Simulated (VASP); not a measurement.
# As3O2 (Cmmm) in VASP: a series of runs, part 2 of 2

VASP 6.6.1. Earlier steps stand in the parts before.

### Step 4. Single point, PBE

File INCAR:

```
SYSTEM = As3O2
PREC = Accurate ; ENCUT = 520
EDIFF = 1E-6 ; ISMEAR = 0
SIGMA = 0.1 ; LREAL = .FALSE.
LASPH = .TRUE. ; NELM = 60
ALGO = Fast ; ISIF = 2
LWAVE = .FALSE. ; LCHARG = .FALSE.
GGA = PE ; NBANDS = 22
```

File KPOINTS:

```
regular mesh
0
G
  4 4 6
  0 0 0
```

File POSCAR:

```
As3O2
1.0
    4.9365915312     -2.3627894474      0.0000000000
    4.9365915312      2.3627894474      0.0000000000
    0.0000000000      0.0000000000      3.7672882004
As O
3 2
Direct
    0.7282864589      0.7282864589      0.0000000000
    0.2717135411      0.2717135411      0.0000000000
    0.0000000000      0.0000000000      0.0000000000
    0.5000000000      0.5000000000      0.0000000000
    0.5000000000      0.5000000000      0.5000000000
```

Potentials or basis: VASP PAW PBE potentials, release 64 (As, O).

Run with:

```
$ cat potpaw_PBE.64/As/POTCAR potpaw_PBE.64/O/POTCAR > POTCAR
$ mpirun -np 1 vasp_std > vasp.out
```

OUTCAR:

```text
SYSTEM = As3O2
   PREC = Accurate
   ENCUT = 520
   EDIFF = 1E-6
   ISMEAR = 0
   LREAL = .FALSE.
   LASPH = .TRUE.
   NELM = 60
   ISIF = 2
   GGA = PE

 ion  position               nearest neighbor table
   1  0.728  0.728  0.000-   4 2.25   2 2.40   2 2.40   3 2.68
   2  0.272  0.272  0.000-   4 2.25   1 2.40   1 2.40   3 2.68
   3  0.000  0.000  0.000-   4 2.36   4 2.36   1 2.68   2 2.68
   4  0.500  0.500  0.000-   5 1.88   5 1.88   1 2.25   2 2.25   3 2.36   3 2.36
   5  0.500  0.500  0.500-   4 1.88   4 1.88

  LATTYP: Found a base centered orthorhombic cell.
 ALAT       =     4.7255788948
 B/A-ratio  =     2.0893065764
 C/A-ratio  =     0.7972119997

  Lattice vectors:

 A1 = (  -4.9365915312,  -2.3627894474,   0.0000000000)
 A2 = (   4.9365915312,  -2.3627894474,   0.0000000000)
 A3 = (   0.0000000000,   0.0000000000,   3.7672882004)

Analysis of symmetry for initial positions (statically):
=====================================================================
 Subroutine PRICEL returns:
 Original cell was already a primitive cell.

[... 177 lines left out ...]
 E-fermi :   3.4927     XC(G=0):  -9.8344

 val. band max:        3.4665262538   @ k =   0.2500   0.0000   0.5000
 cond. band min:       3.5554817903   @ k =   0.5000   0.5000   0.1667
 fundamental gap:      0.0889555365
 Fermi energy:         3.4927108346

 k-point     1 :       0.0000    0.0000    0.0000
  band No.  band energies     occupation
      1     -16.3927      2.00000
      2     -11.3735      2.00000
      3      -9.6717      2.00000
      4      -5.9279      2.00000
      5      -4.9692      2.00000
      6      -3.1996      2.00000
[... 589 lines left out ...]
     21       9.8363      0.00000
     22      13.3229      0.00000

 [... further k-points ...]

------------------------ aborting loop because EDIFF is reached ----------------------------------------

  FORCE on cell =-STRESS in cart. coord.  units (eV):
  Direction    XX          YY          ZZ          XY          YZ          ZX
  --------------------------------------------------------------------------------------
  -------------------------------------------------------------------------------------
  Total       -0.0067463      0.1646473     -0.0247757     -0.0000000      0.0000000      0.0000000
  in kB       -0.1229880      3.0016094     -0.4516743     -0.0000000      0.0000000      0.0000000
  external PRESSURE =       0.8089824 kB  Pullay stress =       0.0000000 kB

 VOLUME and BASIS-vectors are now :
 -----------------------------------------------------------------------------
  energy-cutoff  :      520.00
  volume of cell :       87.88
      direct lattice vectors                 reciprocal lattice vectors
     4.936591531 -2.362789447  0.000000000     0.101284458 -0.211614285  0.000000000
     4.936591531  2.362789447  0.000000000     0.101284458  0.211614285  0.000000000
     0.000000000  0.000000000  3.767288200     0.000000000  0.000000000  0.265442925

 POSITION                                       TOTAL-FORCE (eV/Angst)
 -----------------------------------------------------------------------------------
      7.19051      0.00000      0.00000        -0.039247      0.000000      0.000000
      2.68268      0.00000      0.00000         0.039247      0.000000      0.000000
      0.00000      0.00000      0.00000        -0.000000      0.000000      0.000000
      4.93659      0.00000      0.00000        -0.000000      0.000000      0.000000
      4.93659      0.00000      1.88364        -0.000000      0.000000      0.000000
 -----------------------------------------------------------------------------------
    total drift:                               -0.000000     -0.000000     -0.000000

  FREE ENERGIE OF THE ION-ELECTRON SYSTEM (eV)
  ---------------------------------------------------
  free  energy   TOTEN  =       -20.6756723253 eV

  energy  without entropy=      -20.6675473200  energy(sigma->0) =      -20.67160982
```

stdout:

```text
POSCAR found type information on POSCAR AsO
 POSCAR found :  2 types and       5 ions
 scaLAPACK will be used
 LDA part: xc-table for (Slater+PW92), standard interpolation
 POSCAR, INCAR and KPOINTS ok, starting setup
 FFT: planning ... GRIDC
 FFT: planning ... GRID_SOFT
 FFT: planning ... GRID
 WAVECAR not read
 entering main loop
```

Wall time 63 s (1 thread of Oxide Virtual Turin-like, shared host); peak memory 0.19 GiB.

Results:

| Property | Result |
| --- | --- |
| Free energy | -20.6757 eV |
| Pressure | 0.1 GPa |
| Largest force | 0.039 eV/Å |
| Band gap on the k mesh | zero (an odd number of electrons rules out a gap without spin polarisation) |

Forces on the atoms (eV/Å):
```
As  -0.039  0.000  0.000
As   0.039  0.000  0.000
As   0.000  0.000  0.000
O    0.000  0.000  0.000
O    0.000  0.000  0.000
```

Stress tensor (GPa, compression positive):
```
-0.01  0.00  0.00
 0.00  0.30  0.00
 0.00  0.00 -0.05
```

Levels at points of the mesh, in eV from the Fermi level:
| k point | band 11 | band 12 | band 13 | band 14 | band 15 | band 16 |
| --- | --- | --- | --- | --- | --- | --- |
| (0.00, 0.00, 0.00) | -0.75 | -0.66 | -0.60 | 1.83 | 2.49 | 3.26 |
| (0.50, 0.00, 0.00) | -0.71 | -0.18 | 0.36 | 0.78 | 1.71 | 1.80 |
| (0.50, 0.50, 0.00) | -0.93 | -0.70 | -0.67 | -0.64 | 0.93 | 3.67 |
| (0.00, 0.00, 0.50) | -1.74 | -1.70 | -0.74 | -0.53 | -0.34 | 1.65 |
| (0.50, 0.00, 0.50) | -2.34 | -1.47 | -0.74 | -0.31 | 0.75 | 0.95 |
| (0.50, 0.50, 0.50) | -1.78 | -1.37 | -0.73 | -0.61 | -0.50 | -0.27 |

Caveat: the k points lie up to 0.37 Å⁻¹ apart, too coarse for converged energies and pressures of a metal; an odd number of electrons without spin polarisation forces a metal; a magnetic or distorted state may lie lower.

### Step 5. Single point, PBE

This run uses another cell than the first one, of 20.99 Å³/atom.

File INCAR:

```
PREC = Accurate ; ENCUT = 520
EDIFF = 1E-7 ; ISMEAR = 0
SIGMA = 0.1 ; LREAL = False
LASPH = True ; NELM = 100
ALGO = Normal ; ISIF = 2
LWAVE = False ; LCHARG = False
GGA = PE ; NBANDS = 22
```

File KPOINTS:

```
regular mesh
0
Gamma
  4 4 6
```

File POSCAR:

```
As3O2
1.0
    3.6280999300     -3.9177829300      0.0000000000
    3.6280999300      3.9177829300      0.0000000000
    0.0000000000      0.0000000000      3.6923602100
As O
3 2
Direct
    0.6683162600      0.6683162600      0.0000000000
    0.3316837400      0.3316837400      0.0000000000
    0.0000000000      0.0000000000      0.0000000000
    0.5000000000      0.5000000000      0.0000000000
    0.5000000000      0.5000000000      0.5000000000
```

Potentials or basis: VASP PAW PBE potentials, release 64 (As, O).

Run with:

```
$ cat potpaw_PBE.64/As/POTCAR potpaw_PBE.64/O/POTCAR > POTCAR
$ mpirun -np 1 vasp_std > vasp.out
```

OUTCAR:

```text
PREC = Accurate
   ENCUT = 520
   EDIFF = 1E-7
   ISMEAR = 0
   LREAL = False
   LASPH = True
   NELM = 100
   ISIF = 2
   GGA = PE

 ion  position               nearest neighbor table
   1  0.668  0.668  0.000-   4 1.22   5 2.21   5 2.21   3 2.41   2 2.44
   2  0.332  0.332  0.000-   4 1.22   5 2.21   5 2.21   3 2.41   1 2.44
   3  0.000  0.000  0.000-   1 2.41   2 2.41
   4  0.500  0.500  0.000-   1 1.22   2 1.22   5 1.85   5 1.85
   5  0.500  0.500  0.500-   4 1.85   4 1.85   1 2.21   1 2.21   2 2.21   2 2.21

 -----------------------------------------------------------------------------
|                                                                             |
|           W    W    AA    RRRRR   N    N  II  N    N   GGGG   !!!           |
|           W    W   A  A   R    R  NN   N  II  NN   N  G    G  !!!           |
|           W    W  A    A  R    R  N N  N  II  N N  N  G       !!!           |
|           W WW W  AAAAAA  RRRRR   N  N N  II  N  N N  G  GGG   !            |
|           WW  WW  A    A  R   R   N   NN  II  N   NN  G    G                |
|           W    W  A    A  R    R  N    N  II  N    N   GGGG   !!!           |
|                                                                             |
|     The distance between some ions is very small. Please check the          |
|     nearest-neighbor list in the OUTCAR file.                               |
|     I HOPE YOU KNOW WHAT YOU ARE DOING!                                     |
[... 205 lines left out ...]
      3     -14.6485      2.00000
      4     -11.2751      2.00000
      5      -9.9671      2.00000
      6      -9.1898      2.00000
[... 589 lines left out ...]
     21      10.8101      0.00000
     22      10.9208      0.00000

 [... further k-points ...]

------------------------ aborting loop because EDIFF is reached ----------------------------------------

  FORCE on cell =-STRESS in cart. coord.  units (eV):
  Direction    XX          YY          ZZ          XY          YZ          ZX
  --------------------------------------------------------------------------------------
  -------------------------------------------------------------------------------------
  Total      166.4854558     -0.9982213     23.1840271     -0.0000000      0.0000000      0.0000000
  in kB     2541.1670403    -15.2364485    353.8716661     -0.0000000      0.0000000      0.0000000
  external PRESSURE =     959.9340860 kB  Pullay stress =       0.0000000 kB

 VOLUME and BASIS-vectors are now :
 -----------------------------------------------------------------------------
  energy-cutoff  :      520.00
  volume of cell :      104.97
      direct lattice vectors                 reciprocal lattice vectors
     3.628099930 -3.917782930  0.000000000     0.137813183 -0.127623201  0.000000000
     3.628099930  3.917782930  0.000000000     0.137813183  0.127623201  0.000000000
     0.000000000  0.000000000  3.692360210     0.000000000  0.000000000  0.270829481

 POSITION                                       TOTAL-FORCE (eV/Angst)
 -----------------------------------------------------------------------------------
      4.84944      0.00000      0.00000        67.088929      0.000000      0.000000
      2.40676      0.00000      0.00000       -67.088929      0.000000      0.000000
      0.00000      0.00000      0.00000         0.000000      0.000000      0.000000
      3.62810      0.00000      0.00000        -0.000000      0.000000      0.000000
      3.62810      0.00000      1.84618        -0.000000     -0.000000      0.000000
 -----------------------------------------------------------------------------------
    total drift:                                0.000000      0.000000     -0.000000

  FREE ENERGIE OF THE ION-ELECTRON SYSTEM (eV)
  ---------------------------------------------------
  free  energy   TOTEN  =         5.1341011580 eV

  energy  without entropy=        5.1439430935  energy(sigma->0) =        5.13902213
```

OSZICAR:

```text
N       E                     dE             d eps       ncg     rms          rms(c)
DAV:   1     0.193940614673E+03    0.19394E+03   -0.12150E+04  1232   0.103E+03
DAV:   2     0.116913256900E+02   -0.18225E+03   -0.17332E+03  1618   0.235E+02
DAV:   3    -0.268627173444E+01   -0.14378E+02   -0.14239E+02  1478   0.690E+01
DAV:   4    -0.284429203754E+01   -0.15802E+00   -0.15793E+00  1408   0.810E+00
DAV:   5    -0.284645415290E+01   -0.21621E-02   -0.21620E-02  1550   0.875E-01    0.238E+01
DAV:   6     0.391675400018E+01    0.67632E+01   -0.27948E+01  1304   0.339E+01    0.123E+01
DAV:   7     0.432985513872E+01    0.41310E+00   -0.15728E+01  1444   0.146E+01    0.763E+00
DAV:   8     0.509713986396E+01    0.76728E+00   -0.20189E+00  1402   0.822E+00    0.239E+00
DAV:   9     0.512514862032E+01    0.28009E-01   -0.25667E-01  1418   0.347E+00    0.804E-01
DAV:  10     0.513246427105E+01    0.73157E-02   -0.20792E-02  1412   0.105E+00    0.445E-01
DAV:  11     0.513374611649E+01    0.12818E-02   -0.21587E-02  1454   0.995E-01    0.199E-01
DAV:  12     0.513403631474E+01    0.29020E-03   -0.16938E-03  1454   0.343E-01    0.116E-01
DAV:  13     0.513406858375E+01    0.32269E-04   -0.26879E-04  1430   0.105E-01    0.518E-02
DAV:  14     0.513410286397E+01    0.34280E-04   -0.17525E-04  1526   0.833E-02    0.709E-03
DAV:  15     0.513410125950E+01   -0.16045E-05   -0.12054E-05  1460   0.226E-02    0.507E-03
DAV:  16     0.513410094878E+01   -0.31072E-06   -0.58871E-07  1586   0.426E-03    0.129E-03
DAV:  17     0.513410114983E+01    0.20104E-06   -0.81053E-08  1026   0.203E-03    0.267E-04
DAV:  18     0.513410115801E+01    0.81857E-08   -0.11313E-08   892   0.693E-04
   1 F= 0.51341012E+01 E0= 0.51390221E+01  d E =-.984194E-02
```

stdout:

```text
POSCAR found type information on POSCAR AsO
 POSCAR found :  2 types and       5 ions
 scaLAPACK will be used
 LDA part: xc-table for (Slater+PW92), standard interpolation
 -----------------------------------------------------------------------------
|                                                                             |
|           W    W    AA    RRRRR   N    N  II  N    N   GGGG   !!!           |
|           W    W   A  A   R    R  NN   N  II  NN   N  G    G  !!!           |
|           W    W  A    A  R    R  N N  N  II  N N  N  G       !!!           |
|           W WW W  AAAAAA  RRRRR   N  N N  II  N  N N  G  GGG   !            |
|           WW  WW  A    A  R   R   N   NN  II  N   NN  G    G                |
|           W    W  A    A  R    R  N    N  II  N    N   GGGG   !!!           |
|                                                                             |
|     The distance between some ions is very small. Please check the          |
|     nearest-neighbor list in the OUTCAR file.                               |
|     I HOPE YOU KNOW WHAT YOU ARE DOING!                                     |
|                                                                             |
 -----------------------------------------------------------------------------

 POSCAR, INCAR and KPOINTS ok, starting setup
 FFT: planning ... GRIDC
 FFT: planning ... GRID_SOFT
 FFT: planning ... GRID
 WAVECAR not read
 entering main loop
```

Wall time 67 s (1 thread of Oxide Virtual Turin-like, shared host); peak memory 0.19 GiB.

What came out:

- Free energy: 5.1341 eV
- Pressure: 96.0 GPa
- Largest force: 67.089 eV/Å
- Band gap on the k mesh: zero (an odd number of electrons rules out a gap without spin polarisation)

Forces on the atoms (eV/Å):
```
As   67.089   0.000   0.000
As  -67.089   0.000   0.000
As    0.000   0.000   0.000
O     0.000   0.000   0.000
O     0.000   0.000   0.000
```

Levels at points of the mesh, in eV from the Fermi level:
```
           k point  band 11  band 12  band 13  band 14  band 15  band 16
(0.00, 0.00, 0.00)    -2.35    -1.24     0.02     0.07     0.57     2.80
(0.50, 0.00, 0.00)    -2.21    -0.77     0.26     0.33     0.70     1.47
(0.50, 0.50, 0.00)    -1.81    -0.53    -0.15     0.19     0.60     2.94
(0.00, 0.00, 0.50)    -2.93    -2.80    -1.74    -0.67     2.07     2.09
(0.50, 0.00, 0.50)    -3.13    -2.08    -2.07    -0.06     0.90     1.00
(0.50, 0.50, 0.50)    -2.77    -2.61    -1.94    -0.13     1.66     2.05
```

Caveat: atoms lie so close that the PAW spheres overlap strongly, which falsifies energies and pressures; the stress differs along the axes, from -2 to 254 GPa; an odd number of electrons without spin polarisation forces a metal; a magnetic or distorted state may lie lower.

### Step 6. Single point, PBE

This run uses another cell than the first one, of 17.54 Å³/atom.

File INCAR:

```
PREC     = Accurate       # precision mode
ENCUT    = 520            # plane-wave cutoff, eV
EDIFF    = 1E-6           # SCF threshold, eV
ISMEAR   = 0              # smearing method
SIGMA    = 0.1            # smearing width, eV
LREAL    = F              # projectors in reciprocal space
LASPH    = T              # aspherical terms in the spheres
NELM     = 100            # most SCF steps
ALGO     = Fast           # electronic algorithm
ISIF     = 2              # what is computed and relaxed
LWAVE    = F              # write WAVECAR
LCHARG   = T              # write CHGCAR
GGA      = PE             # functional
LELF     = T              # ELF
LVHAR    = T            
NBANDS   = 22             # bands
```

File KPOINTS:

```
Automatic mesh
0
Gamma
  10 10 10
```

File POSCAR:

```
As3O2
1.0
    2.4970753823     -4.7431724563      0.0000000000
    2.4970753823      4.7431724563      0.0000000000
    0.0000000000      0.0000000000      3.7016414411
As O
3 2
Direct
    0.7325443875      0.2674556125      0.0000000000
    0.2674556125      0.7325443875      0.0000000000
    0.0000000000      0.0000000000      0.0000000000
    0.5000000000      0.5000000000      0.0000000000
    0.5000000000      0.5000000000      0.5000000000
```

Potentials or basis: VASP PAW PBE potentials, release 64 (As, O).

Run with:

```
$ cat potpaw_PBE.64/As/POTCAR potpaw_PBE.64/O/POTCAR > POTCAR
$ mpirun -np 1 vasp_std > vasp.out
```

Wall time 6.2 min (1 thread of Oxide Virtual Turin-like, shared host); peak memory 0.38 GiB.

Results (log left out):

| Item | Value |
| --- | --- |
| Free energy | -20.4621 eV |
| Pressure | 0.1 GPa |
| Largest force | 0.019 eV/Å |
| Band gap on the k mesh | zero (an odd number of electrons rules out a gap without spin polarisation) |

Forces in eV/Å, atoms in the order of the input:
```
As   0.000  0.019  0.000
As   0.000 -0.019  0.000
As   0.000  0.000  0.000
O    0.000  0.000  0.000
O    0.000  0.000  0.000
```

Stress tensor (GPa, compression positive):
```
 0.14  0.00  0.00
 0.00  0.13  0.00
 0.00  0.00 -0.01
```

Levels at points of the mesh, in eV from the Fermi level:
```csv
k point,band 11,band 12,band 13,band 14,band 15,band 16
"(0.00, 0.00, 0.00)",-0.78,-0.49,-0.40,2.20,2.32,2.51
"(0.50, 0.00, 0.00)",-0.57,-0.31,-0.18,1.00,1.44,1.48
"(0.50, 0.50, 0.00)",-0.70,-0.54,-0.50,0.11,0.78,3.06
"(0.00, 0.00, 0.50)",-1.74,-1.57,-0.72,-0.44,-0.08,1.10
"(0.50, 0.00, 0.50)",-2.33,-1.40,-0.72,-0.46,0.14,0.91
"(0.50, 0.50, 0.50)",-1.80,-1.66,-0.71,-0.59,-0.45,0.53
```

Caveat: an odd number of electrons without spin polarisation forces a metal; a magnetic or distorted state may lie lower.

### Step 7. The runs side by side

```tsv
cell	k mesh	gap on the mesh (eV)	pressure (GPa)	largest force (eV/Å)
a = 5.473, b = 5.473, c = 3.767 Å, angles 90.0, 90.0, 51.2°, 5 atoms, atomic positions A	4 × 4 × 6	none	0.1	0.04
a = 5.360, b = 5.360, c = 3.702 Å, angles 90.0, 90.0, 124.5°, 5 atoms, atomic positions B	10 × 10 × 10	none	0.1	0.02
a = 5.340, b = 5.340, c = 3.692 Å, angles 90.0, 90.0, 94.4°, 5 atoms, atomic positions C	4 × 4 × 6	none	96.0	67.09
```

Alike in all rows: task single point; level PBE; potentials or basis VASP PAW PBE potentials, release 64 (As, O); no spin polarisation; cutoff (eV) 520; smearing gaussian 0.1 eV.

Caveats: some runs use coarse meshes; an odd number of electrons without spin polarisation forces a metal; a magnetic or distorted state may lie lower; atoms lie so close that the PAW spheres overlap strongly, which falsifies energies and pressures (at least some runs); the stress differs along the axes, from -2 to 254 GPa (at least some runs).

Absolute energies hang on the potentials; compare differences alone.

The gap in the log of VASP goes by the Fermi energy; the results here count the filled bands.